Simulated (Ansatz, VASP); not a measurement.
# Hf2TeW2S: VASP beside Ansatz

```
Hf Te W S
1.0
     4.68489    0.00000    0.00000
    -2.34245    4.05724    0.00000
     0.00000    0.00000    6.07834
Hf Te W S
2 1 2 1
Direct
  0.33333 0.66667 0.61672
  0.66667 0.33333 0.38328
  0.00000 0.00000 0.00000
  0.33333 0.66667 0.07398
  0.66667 0.33333 0.92602
  0.00000 0.00000 0.50000
```

Alike in both runs: functional PBE; k mesh 12 × 12 × 6; occupations gaussian, width 0.1 eV; no spin polarisation.

Ansatz relaxed the structure, and its values are those at the end. VASP's run is a single point on that final structure, the one shown.

```csv
,VASP,Ansatz
version,VASP 6.6.1,Ansatz 0.2.0
potentials or method,"VASP PAW PBE potentials, release 64 (Hf_pv, Te, W_sv, S), cutoff 520 eV","scalar-relativistic, plane waves, PAW"
valence electrons in the cell,60,102
```

Ansatz gave:

| Quantity | Value |
| --- | --- |
| gap on the k mesh at the Fermi level (eV) | none |
| pressure (GPa) | 0.0 |
| rms of the force components (eV/Å) | 0.000 |

Question: Which values does VASP return?

Answer: gap on the k mesh at the Fermi level (eV): none; pressure (GPa): -0.4; rms of the force components (eV/Å): 0.005.

A gap of «none» marks a metal or a gap that the smearing closes. With one functional, cell and mesh, what is left measures potentials, basis and numerics. VASP's potentials hold 60 valence electrons a cell and Ansatz's 102, so a difference there can come from the potentials and not from the codes.

Neither program's run includes spin-orbit coupling.
